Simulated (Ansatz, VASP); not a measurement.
# Two plane-wave programs on Eu

```xyz
1
Lattice="-2.1940 2.1940 2.1940 2.1940 -2.1940 2.1940 2.1940 2.1940 -2.1940" Properties=species:S:1:pos:R:3 pbc="T T T"
Eu    0.0000    0.0000    0.0000
```

Alike in both runs: task single point; functional PBE; k mesh 4 × 4 × 4; occupations fermi-dirac, width 0.05 eV; collinear spin.

```csv
,VASP,Ansatz
version,VASP 6.6.1,Ansatz 0.2.0
potentials or method,"VASP PAW PBE potentials, release 64 (Eu), cutoff 520 eV","plane waves (420 eV) with PAW, scalar-relativistic"
valence electrons in the cell,17,17
```

```tsv
	VASP	Ansatz	Ansatz less VASP
pressure (GPa)	0.3	0.5	+0.22
net moment per atom (μB)	7.31	7.32	+0.010
size of the moment on the site where the two differ most (μB)	6.68	7.04	+0.359
```

Site moments also hang on the region over which each program counts them.

The k mesh is coarse, so the values compare programs but aren't converged. Neither program's run includes spin-orbit coupling.
